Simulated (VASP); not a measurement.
# CuO2 (Fm-3m) in VASP: relaxation of cell and atoms with PBE+U

Aim: the relaxation of cell and atoms of CuO2 with PBE+U.

Everything below comes from runs of VASP 6.6.1. Logs are shortened: lines on timing, memory, paths and dates and some standing lists are left out, and cuts for length are marked.

### Step 1. The cell of the first run

The structure is cubic, space group Fm-3m (No. 225). Conventional cell: a = 4.888 Å, b = 4.888 Å, c = 4.888 Å, α = 90.00°, β = 90.00°, γ = 90.00°. Cu (site symmetry m-3m) has 8 O at 2.12 Å within 2.8 Å. O (site symmetry -43m) has 4 Cu at 2.12 Å and 6 O at 2.44 Å within 2.8 Å.

### Step 2. Relaxation of cell and atoms, PBE+U

The input, INCAR:

```
  ALGO = Normal
  EDIFF = 1E-7
  EDIFFG = -0.01
  ENCUT = 600
  GGA = PE
  IBRION = 2
  ISIF = 3
  ISMEAR = 0
  LASPH = True
  LCHARG = False
  LDAU = True
  LDAUJ = 0 0
  LDAUL = 2 -1
  LDAUPRINT = 1
  LDAUTYPE = 2
  LDAUU = 4 0
  LMAXMIX = 4
  LREAL = False
  LWAVE = False
  NELM = 150
  NSW = 80
  PREC = Accurate
  SIGMA = 0.1
```

The input, KPOINTS:

```
k-points
0
Gamma
  14 14 14
```

The input, POSCAR:

```
CuO2
1.0
    0.0000000000      2.4441472340      2.4441472340
    2.4441472340      0.0000000000      2.4441472340
    2.4441472340      2.4441472340      0.0000000000
Cu O
1 2
Direct
    0.0000000000      0.0000000000      0.0000000000
    0.2500000000      0.2500000000      0.2500000000
    0.7500000000      0.7500000000      0.7500000000
```

Potentials or basis: VASP PAW PBE potentials, release 64 (Cu, O).

Command:

```console
cat potpaw_PBE.64/Cu/POTCAR potpaw_PBE.64/O/POTCAR > POTCAR
mpirun -np 1 vasp_std > vasp.out
```

OUTCAR:

```text
EDIFF = 1E-7
   EDIFFG = -0.01
   ENCUT = 600
   GGA = PE
   IBRION = 2
   ISIF = 3
   ISMEAR = 0
   LASPH = True
   LREAL = False
   NELM = 150
   NSW = 80
   PREC = Accurate

 ion  position               nearest neighbor table
   1  0.000  0.000  0.000-   3 2.12   3 2.12   3 2.12   2 2.12   3 2.12   2 2.12   2 2.12   2 2.12

   2  0.250  0.250  0.250-   1 2.12   1 2.12   1 2.12   1 2.12
   3  0.750  0.750  0.750-   1 2.12   1 2.12   1 2.12   1 2.12

  LATTYP: Found a face centered cubic cell.
 ALAT       =     4.8882944680

  Lattice vectors:

 A1 = (   0.0000000000,   2.4441472340,   2.4441472340)
 A2 = (   2.4441472340,   0.0000000000,   2.4441472340)
 A3 = (   2.4441472340,   2.4441472340,   0.0000000000)

Analysis of symmetry for initial positions (statically):
=====================================================================
 Subroutine PRICEL returns:
 Original cell was already a primitive cell.

 Routine SETGRP: Setting up the symmetry group for a
 face centered cubic supercell.

 Subroutine GETGRP returns: Found 48 space group operations
 (whereof 48 operations were pure point group operations)
 out of a pool of 48 trial point group operations.

The static configuration has the point symmetry O_h .

Analysis of symmetry for dynamics (positions and initial velocities):
=====================================================================
 Subroutine PRICEL returns:
 Original cell was already a primitive cell.

 Routine SETGRP: Setting up the symmetry group for a
 face centered cubic supercell.

 Subroutine GETGRP returns: Found 48 space group operations
 (whereof 48 operations were pure point group operations)
 out of a pool of 48 trial point group operations.

The dynamic configuration has the point symmetry O_h .

 Subroutine INISYM returns: Found 48 space group operations
 (whereof 48 operations are pure point group operations),
 and found     1 'primitive' translations

----------------------------------------------------------------------------------------

                                     Primitive cell

  volume of cell :      29.2020

  direct lattice vectors                    reciprocal lattice vectors
     0.000000000  2.444147234  2.444147234    -0.204570327  0.204570327  0.204570327
     2.444147234  0.000000000  2.444147234     0.204570327 -0.204570327  0.204570327
     2.444147234  2.444147234  0.000000000     0.204570327  0.204570327 -0.204570327

  length of vectors
     3.456546167  3.456546167  3.456546167     0.354326201  0.354326201  0.354326201

  position of ions in fractional coordinates (direct lattice)
     0.000000000  0.000000000  0.000000000
     0.250000000  0.250000000  0.250000000
     0.750000000  0.750000000  0.750000000

  ion indices of the primitive-cell ions
   primitive index   ion index
                 1           1
                 2           2
                 3           3

----------------------------------------------------------------------------------------

 KPOINTS: k-points

Automatic generation of k-mesh.
 Grid dimensions read from file:
 generate k-points for:   14   14   14

 Generating k-lattice:

  Cartesian coordinates                     Fractional coordinates (reciprocal lattice)
    -0.014612166  0.014612166  0.014612166     0.071428571  0.000000000  0.000000000
     0.014612166 -0.014612166  0.014612166     0.000000000  0.071428571  0.000000000
     0.014612166  0.014612166 -0.014612166     0.000000000  0.000000000  0.071428571

  Length of vectors
     0.025309014  0.025309014  0.025309014
[... 62 lines left out ...]
   POTIM  = 0.5000    time-step for ionic-motion
   TEBEG  =    0.0;   TEEND  =   0.0 temperature during run
   PSTRESS=    0.0 pullay stress
   NELECT =      23.0000    total number of electrons
   NUPDOWN=      -1.0000    fix difference up-down
   EMIN   =  10.00;   EMAX   =-10.00  energy-range for DOS
   EFERMI =   0.00;   METHOD = LEGACY
   ISMEAR =     0;   SIGMA  =   0.10  broadening in eV -4-tet -1-fermi 0-gaus
   EFERMI_NEDOS =   21; number of points for ismear=-14 and -15
   IALGO  =     38    algorithm
   IMIX   =      4    mixing-type and parameters
     AMIX     =   0.40;   BMIX     =  1.00
     AMIX_MAG =   1.60;   BMIX_MAG =  1.00
  volume/ion in A,a.u.               =       9.73        65.69
  Fermi-wavevector in a.u.,A,eV,Ry     =   1.511866  2.857013 31.099381  2.285740
  Thomas-Fermi vector in A             =   2.621867
   LORBIT       =      0    0 simple, 1 ext, 2 COOP (PROOUT), +10 PAW based schemes
 LDA+U is selected, type is set to LDAUTYPE =  2
   angular momentum for each species LDAUL =     2   -1
   U (eV)           for each species LDAUU =   4.0  0.0
   J (eV)           for each species LDAUJ =   0.0  0.0
   GGA     = PE    functional components
   LHFCALC =     F    Hartree Fock is set to
   AEXX    =    0.0000 exact exchange contribution
   IVDW    =     0    specifies the selected vdW correction
   LEPSILON=     F    determine dielectric tensor
   LRPA    =     F    only Hartree local field effects (RPA)
 conjugate gradient relaxation of ions
 non-spin polarized calculation
 Gauss-broadening in eV      SIGMA  =   0.10
  energy-cutoff  :      600.00
  volume of cell :       29.20
 maximum number of plane-waves:       990
   NGX = 13   NGY = 13   NGZ = 13

--------------------------------------- Ionic step        1  -------------------------------------------

 number of electron      22.9999994 magnetization

 Free energy of the ion-electron system (eV)
  ---------------------------------------------------
  ext. energy  EPLUGINS =         0.00000000
  ---------------------------------------------------
  free energy    TOTEN  =       -11.26350481 eV

  energy without entropy =      -11.21052620  energy(sigma->0) =      -11.23701550

------------------------ aborting loop because EDIFF is reached ----------------------------------------

  FORCE on cell =-STRESS in cart. coord.  units (eV):
  Direction    XX          YY          ZZ          XY          YZ          ZX
  --------------------------------------------------------------------------------------
  -------------------------------------------------------------------------------------
  Total       -1.0482814     -1.0482814     -1.0482814     -0.0000000     -0.0000000      0.0000000
  in kB      -57.5143709    -57.5143709    -57.5143709     -0.0000000     -0.0000000      0.0000000
  external PRESSURE =     -57.5143709 kB  Pullay stress =       0.0000000 kB
[... 55 lines left out ...]
  FREE ENERGIE OF THE ION-ELECTRON SYSTEM (eV)
  ---------------------------------------------------
  free  energy   TOTEN  =       -11.2810002001 eV

  energy  without entropy=      -11.2291752903  energy(sigma->0) =      -11.25508775

atom =   1  type =  1  l = 2

 onsite density matrix

spin component  1

  0.8774  0.0000 -0.0000  0.0000  0.0000
  0.0000  0.8774 -0.0000  0.0000  0.0000
 -0.0000 -0.0000  0.9672 -0.0000  0.0000
  0.0000  0.0000 -0.0000  0.8774  0.0000
  0.0000  0.0000  0.0000  0.0000  0.9672

spin component  2

  0.8774  0.0000 -0.0000  0.0000  0.0000
  0.0000  0.8774 -0.0000  0.0000  0.0000
 -0.0000 -0.0000  0.9672 -0.0000  0.0000
  0.0000  0.0000 -0.0000  0.8774  0.0000
  0.0000  0.0000  0.0000  0.0000  0.9672

 occupancies and eigenvectors

  o =  0.8774  v =  0.0000 -0.6247  0.0000 -0.7809 -0.0000  0.0000  0.0000  0.0000  0.0000  0.0000      0.0000  0.0000  0.0000  0.0000  0.0000  0.0000  0.0000  0.0000  0.0000  0.0000
  o =  0.8774  v =  0.0000  0.0000  0.0000  0.0000  0.0000  0.0000 -0.6247  0.0000 -0.7809 -0.0000      0.0000  0.0000  0.0000  0.0000  0.0000  0.0000  0.0000  0.0000  0.0000  0.0000
  o =  0.8774  v =  0.0000  0.0000  0.0000  0.0000  0.0000  1.0000  0.0000  0.0000  0.0000  0.0000      0.0000  0.0000  0.0000  0.0000  0.0000  0.0000  0.0000  0.0000  0.0000  0.0000
  o =  0.8774  v =  1.0000  0.0000  0.0000  0.0000  0.0000  0.0000  0.0000  0.0000  0.0000  0.0000      0.0000  0.0000  0.0000  0.0000  0.0000  0.0000  0.0000  0.0000  0.0000  0.0000
  o =  0.8774  v =  0.0000  0.7809  0.0000 -0.6247  0.0000  0.0000  0.0000  0.0000  0.0000  0.0000      0.0000  0.0000  0.0000  0.0000  0.0000  0.0000  0.0000  0.0000  0.0000  0.0000
  o =  0.8774  v =  0.0000  0.0000  0.0000  0.0000  0.0000  0.0000  0.7809  0.0000 -0.6247  0.0000      0.0000  0.0000  0.0000  0.0000  0.0000  0.0000  0.0000  0.0000  0.0000  0.0000
  o =  0.9672  v =  0.0000  0.0000  0.0015 -0.0000 -1.0000  0.0000  0.0000  0.0000  0.0000  0.0000      0.0000  0.0000  0.0000  0.0000  0.0000  0.0000  0.0000  0.0000  0.0000  0.0000
  o =  0.9672  v =  0.0000  0.0000  0.0000  0.0000  0.0000  0.0000  0.0000  0.0015 -0.0000 -1.0000      0.0000  0.0000  0.0000  0.0000  0.0000  0.0000  0.0000  0.0000  0.0000  0.0000
  o =  0.9672  v =  0.0000  0.0000  0.0000  0.0000  0.0000  0.0000  0.0000 -1.0000 -0.0000 -0.0015      0.0000  0.0000  0.0000  0.0000  0.0000  0.0000  0.0000  0.0000  0.0000  0.0000
  o =  0.9672  v =  0.0000  0.0000 -1.0000 -0.0000 -0.0015  0.0000  0.0000  0.0000  0.0000  0.0000      0.0000  0.0000  0.0000  0.0000  0.0000  0.0000  0.0000  0.0000  0.0000  0.0000

--------------------------------------- Ionic step        3  -------------------------------------------

 number of electron      22.9999992 magnetization

 Free energy of the ion-electron system (eV)
  ---------------------------------------------------
  ext. energy  EPLUGINS =         0.00000000
  ---------------------------------------------------
  free energy    TOTEN  =       -11.28340212 eV

  energy without entropy =      -11.23127006  energy(sigma->0) =      -11.25733609

 E-fermi :   3.9354     XC(G=0): -11.8341

 val. band max:        3.9341744628   @ k =   0.5000   0.2143   0.0714
 cond. band min:       3.9356058243   @ k =  -0.4286   0.0714   0.0000
 fundamental gap:      0.0014313615
 Fermi energy:         3.9353528990

 k-point     1 :       0.0000    0.0000    0.0000
  band No.  band energies     occupation
      1     -15.6909      2.00000
      2     -11.8033      2.00000
      3      -1.9221      2.00000
      4      -1.9221      2.00000
      5      -1.9221      2.00000
      6       0.4884      2.00000
      7       0.4884      2.00000
      8       3.0164      2.00000
      9       3.0164      2.00000
     10       3.0164      2.00000
     11       3.8068      1.93096
     12       3.8068      1.93096
     13       3.8068      1.93096
     14      10.0982      0.00000
[... 401 lines left out ...]
      2     -12.5048      2.00000
      3      -1.6344      2.00000
      4      -1.6141      2.00000
      5      -0.4784      2.00000
      6      -0.3952      2.00000
      7       0.5281      2.00000
      8       1.1680      2.00000
      9       1.9752      2.00000
     10       2.1223      2.00000
     11       3.6580      1.99991
     12       3.8569      1.73279
     13       4.0247      0.20642
     14      12.3015      0.00000
     15      14.7978      0.00000

 [... further k-points ...]
[... 5 lines left out ...]
  --------------------------------------------------------------------------------------
  -------------------------------------------------------------------------------------
  Total       -0.0021530     -0.0021530     -0.0021530     -0.0000000      0.0000000     -0.0000000
  in kB       -0.1226838     -0.1226838     -0.1226838     -0.0000000      0.0000000     -0.0000000
  external PRESSURE =      -0.1226838 kB  Pullay stress =       0.0000000 kB
[... 18 lines left out ...]
  FREE ENERGIE OF THE ION-ELECTRON SYSTEM (eV)
  ---------------------------------------------------
  free  energy   TOTEN  =       -11.2834021191 eV

  energy  without entropy=      -11.2312700597  energy(sigma->0) =      -11.25733609

 reached required accuracy - stopping structural energy minimisation
```

It took 1.8 min on 1 thread of Intel Xeon Platinum 8488C (Sapphire Rapids), shared host; peak memory 0.2 GiB.

What came out:

```yaml
Free_energy: -11.2834 eV
Relaxed_volume: 9.37 Å³/atom
Relaxed_cell: a = 3.413 Å, b = 3.413 Å, c = 3.413 Å, α = 60.00°, β = 60.00°, γ = 60.00°
Space_group_after_relaxing_to_0.05_Å: Fm-3m (No. 225)
Energy_gained_by_relaxing: 6.6 meV/atom
Ionic_steps: 3
Pressure_after_relaxing: 0.0 GPa
```

Step by step:
| step | energy change (eV) | largest force (eV/Å) | pressure (GPa) | volume (Å³) |
| --- | --- | --- | --- | --- |
| 1 | 0.0000 | 0.0000 | -5.75 | 29.20 |
| 2 | -0.0175 | 0.0000 | 2.14 | 27.75 |
| 3 | -0.0199 | 0.0000 | -0.01 | 28.12 |

Final structure:
```
Cu O
1.0
     0.00000    2.41348    2.41348
     2.41348    0.00000    2.41348
     2.41348    2.41348    0.00000
Cu O
1 2
Direct
  0.00000 0.00000 0.00000
  0.25000 0.25000 0.25000
  0.75000 0.75000 0.75000
```

Levels at points of the mesh, in eV from the Fermi level:
| k point | band 8 | band 9 | band 10 | band 11 | band 12 | band 13 | band 14 | band 15 |
| --- | --- | --- | --- | --- | --- | --- | --- | --- |
| (0.00, 0.00, 0.00) | -0.92 | -0.92 | -0.92 | -0.13 | -0.13 | -0.13 | 6.16 | 12.36 |
| (0.50, 0.00, 0.00) | -3.19 | -2.71 | -2.71 | -2.34 | -0.01 | -0.01 | 10.15 | 11.14 |
| (0.50, 0.50, 0.00) | -3.29 | -2.91 | -2.50 | 0.12 | 0.66 | 0.66 | 9.02 | 12.44 |

Eigenvalues of the final occupation matrices:
| site | spin | trace | eigenvalues |
| --- | --- | --- | --- |
| site 1 d | 1 | 4.57 | 0.88 0.88 0.88 0.97 0.97 |
| site 1 d | 2 | 4.57 | 0.88 0.88 0.88 0.97 0.97 |

Caveat: an odd number of electrons without spin polarisation forces a metal; a magnetic or distorted state may lie lower; U without spin polarisation on a metal has little footing.
